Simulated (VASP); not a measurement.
Set up this calculation in VASP 6.6.1, as the native input.

```yaml
Task: single point
Functional: PBE
Potentials_or_basis: VASP PAW PBE potentials, release 64 (Li_sv, F)
Cutoff: 750 eV
k_mesh: 4 × 4 × 4
Occupations: gaussian, width 0.01 eV
Spin: no spin polarisation
Dipole_correction: no
Further_INCAR_settings: ALGO = Normal; EDIFF = 1e-06; NBANDS = 12
```

The structure of LiF lies in POSCAR:

```
LiF
1.0
    0.0000000000      2.0524806100      2.0524806100
    2.0524806100      0.0000000000      2.0524806100
    2.0524806100      2.0524806100      0.0000000000
Li F
1 1
Direct
    0.0000000000      0.0000000000      0.0000000000
    0.5000000000      0.5000000000      0.5000000000
```

These files were run (other wordings do the same):

INCAR

```
PREC = Accurate
ENCUT = 750
EDIFF = 1E-6
ISMEAR = 0
SIGMA = 0.01
LREAL = False
LASPH = True
NELM = 120
ALGO = Normal
ISIF = 2
LWAVE = False
LCHARG = False
GGA = PE
NBANDS = 12
GGA_COMPAT = False
```

KPOINTS

```
Automatic mesh
0
Gamma
  4 4 4
```

Potentials or basis: VASP PAW PBE potentials, release 64 (Li_sv, F).

The run is started by

```sh
$ cat potpaw_PBE.64/Li_sv/POTCAR potpaw_PBE.64/F/POTCAR > POTCAR
$ mpirun -np 1 vasp_std > vasp.out
```

Results of the run:

```json
{
 "Pressure": "-2.3 GPa",
 "Band gap on the k mesh": "8.59 eV, direct"
}
```

Caveat: the k points lie up to 0.66 Å⁻¹ apart.

It took 2.5 s on 1 thread of Intel(R) Xeon(R) 6975P-C (Granite Rapids), with other jobs on the host, peak memory 0.14 GiB.
